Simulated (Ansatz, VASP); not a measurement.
## PbS in VASP and in Ansatz

The input INCAR:

```
PREC = Accurate ; ENCUT = 520
EDIFF = 1E-6 ; ISMEAR = 0
SIGMA = 0.1 ; LREAL = F
LASPH = T ; NELM = 80
ALGO = Normal ; ISIF = 2
LWAVE = F ; LCHARG = F
GGA = PE ; IVDW = 12
NBANDS = 28
```

The input KPOINTS:

```
Automatic mesh
0
Gamma
  1 1 1
```

Contents of POSCAR:

```
PbS
1.0
    2.9838607981     -2.9828938700      0.0000000000
    2.9838607981      2.9828938700      0.0000000000
   -1.0986781904      0.0000000000     11.1678408944
Pb S
2 2
Direct
    0.2263653800      0.2263653800      0.3722110100
    0.7736346200      0.7736346200      0.6277889900
    0.7295120500      0.7295120500      0.3897323800
    0.2704879500      0.2704879500      0.6102676200
```

Input for Ansatz:

```yaml
crystal:
  lattice:
    - [2.9838607981, -2.98289387, 0.0]
    - [2.9838607981, 2.98289387, 0.0]
    - [-1.0986781904, 0.0, 11.1678408944]
  atoms:
    - { symbol: Pb, position: [0.22636538, 0.22636538, 0.37221101] }
    - { symbol: Pb, position: [0.77363462, 0.77363462, 0.62778899] }
    - { symbol: S, position: [0.72951205, 0.72951205, 0.38973238] }
    - { symbol: S, position: [0.27048795, 0.27048795, 0.61026762] }
basis:
  ecutwfc: 420
kpoints:
  mp_grid: { grid: [1, 1, 1] }
  band_path: { path: [[0, 0, 0], [0.5, 0, 0], [0.5, 0.5, 0.5]], npoints: 4 }
hamiltonian:
  xc: pbe
  dispersion: d3bj
scf:
  occupations: { method: gaussian, width: 0.1 }
  lower_state_search: standard
output:
  forces: true
  stress: true
  eigenvalues: true
```

Alike in both runs: task single point; functional PBE; dispersion D3(BJ); k mesh 1 × 1 × 1; occupations gaussian, width 0.1 eV; no spin polarisation.

|  | VASP | Ansatz |
| --- | --- | --- |
| version | VASP 6.6.1 | Ansatz 0.2.0 |
| potentials or method | VASP PAW PBE potentials, release 64 (Pb_d, S), cutoff 520 eV | scalar-relativistic, plane waves, PAW |
| valence electrons in the cell | 40 | 40 |

|  | VASP | Ansatz | Ansatz less VASP |
| --- | --- | --- | --- |
| gap on the k mesh at the Fermi level (eV) | 1.87 | 1.87 | 0.000 |
| least direct gap on the mesh (eV) | 1.87 | 1.87 | 0.000 |
| rms of the force components (eV/Å) | 1.085 | 1.086 | +0.0015 |

Atom by atom the forces differ by 0.004 eV/Å (rms over components).

Spin-orbit coupling is off throughout.
